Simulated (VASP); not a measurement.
The system is SnO2.

```xyz
6
Lattice="4.7880 0.0000 0.0000 0.0000 4.8666 0.0000 0.0000 0.0000 3.2409" Properties=species:S:1:pos:R:3 pbc="T T T"
Sn    0.0000    0.0000    0.0000
Sn    2.3940    2.4333    1.6204
O     3.3906    3.3042    0.0000
O     0.9966    3.9957    1.6204
O     3.7914    0.8709    1.6204
O     1.3974    1.5624    0.0000
```

| Property | Result |
| --- | --- |
| Program | VASP 6.6.1 |
| Task | relaxation of cell and atoms |
| Functional | revPBE |
| Dispersion | D4 |
| Potentials or basis | VASP PAW PBE potentials, release 64 (Sn_d, O) |
| Cutoff | 600 eV |
| k mesh | 6 × 6 × 8 |
| Occupations | fermi-dirac, width 0.05 eV |
| Spin | no spin polarisation |

At the start: pressure -3.9 GPa; volume 12.59 Å³/atom.

**Question.** How do energy, volume and symmetry change on relaxing?

**Answer.** Over 23 steps the energy falls by 4.9 meV/atom and the volume is 12.31 Å³/atom (-2.2 %); space group Pnnm (No. 58, to 0.1 Å) before, P4_2/mnm (No. 136, to 0.1 Å).

The path:
| step | energy change (eV) | largest force (eV/Å) | pressure (GPa) | volume (Å³) |
| --- | --- | --- | --- | --- |
| 1 | 0.0000 | 0.0657 | -3.94 | 75.52 |
| 2 | 0.0001 | 0.1575 | 4.50 | 72.18 |
| 3 | -0.0217 | 0.1030 | 0.08 | 73.82 |
| 4 | -0.0240 | 0.0336 | 0.04 | 73.72 |
| 5 | -0.0240 | 0.0398 | 0.04 | 73.71 |
| 6 | -0.0243 | 0.0333 | -0.02 | 73.73 |
| 7 | -0.0245 | 0.0379 | -0.17 | 73.79 |
| 8 | -0.0247 | 0.0392 | -0.11 | 73.77 |
| 9 | -0.0250 | 0.0451 | 0.08 | 73.71 |
| 10 | -0.0253 | 0.0608 | 0.45 | 73.58 |
| 11 | -0.0255 | 0.0575 | 0.43 | 73.60 |
| 12 | -0.0260 | 0.0479 | 0.35 | 73.63 |
| 13 | -0.0268 | 0.0293 | 0.20 | 73.71 |
| 14 | -0.0279 | 0.0190 | -0.14 | 73.86 |
| 15 | -0.0274 | 0.0944 | -0.84 | 74.17 |
| 16 | -0.0281 | 0.0440 | -0.39 | 73.97 |
| 17 | -0.0285 | 0.0393 | -0.22 | 73.93 |
| 18 | -0.0289 | 0.0282 | 0.16 | 73.82 |
| 19 | -0.0291 | 0.0151 | 0.09 | 73.85 |
| 20 | -0.0294 | 0.0233 | -0.13 | 73.96 |
| 21 | -0.0294 | 0.0182 | -0.10 | 73.95 |
| 22 | -0.0295 | 0.0130 | -0.03 | 73.91 |
| 23 | -0.0295 | 0.0093 | 0.01 | 73.88 |

Final structure:
```
Sn O
1.0
     4.77781    0.00000    0.00000
     0.00000    4.78293    0.00000
     0.00000    0.00000    3.23298
Sn O
2 4
Cartesian
  0.0000 0.0000 0.0000
  2.3889 2.3915 1.6165
  3.3170 3.3187 0.0000
  0.9281 3.8557 1.6165
  3.8497 0.9273 1.6165
  1.4608 1.4642 0.0000
```

Caveat: the PAW data sets were made with another functional, which shifts forces and pressure a little.
